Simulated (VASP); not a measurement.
Runs of VASP 6.6.1 on PbS. The typed cell holds 4 atoms: a = 4.199 Å, b = 4.199 Å, c = 5.955 Å, α = 90.03°, β = 90.03°, γ = 90.00°. 

```tsv
level	potentials or basis	k mesh	gap on the mesh (eV)	pressure (GPa)
LDA	VASP PAW LDA potentials, release 64 (Pb_d, S)	4 × 4 × 2	0.20	(a)
r2SCAN	VASP PAW PBE potentials, release 64 (Pb_d, S)	4 × 4 × 2	0.63	2.0
r2SCAN	VASP PAW PBE potentials, release 64 (Pb_d, S)	4 × 4 × 4	(b)	1.0
PBE	VASP PAW PBE potentials, release 64 (Pb_d, S)	4 × 4 × 2	0.36	2.9
```

Alike in all rows: task single point; no spin polarisation; cell as given; cutoff (eV) 520; smearing gaussian 0.01 eV.

Problem. Fill in the values left out.

Solution. (a) -1.8; (b) 0.64.

Caveats: some runs use coarse meshes; spin-orbit coupling is left out, which moves the levels of the heavy elements; the PAW data sets were made with another functional, which shifts forces and pressure a little (at least some runs).

A k mesh can miss the band edges, and the runs leave out spin-orbit coupling on Pb.
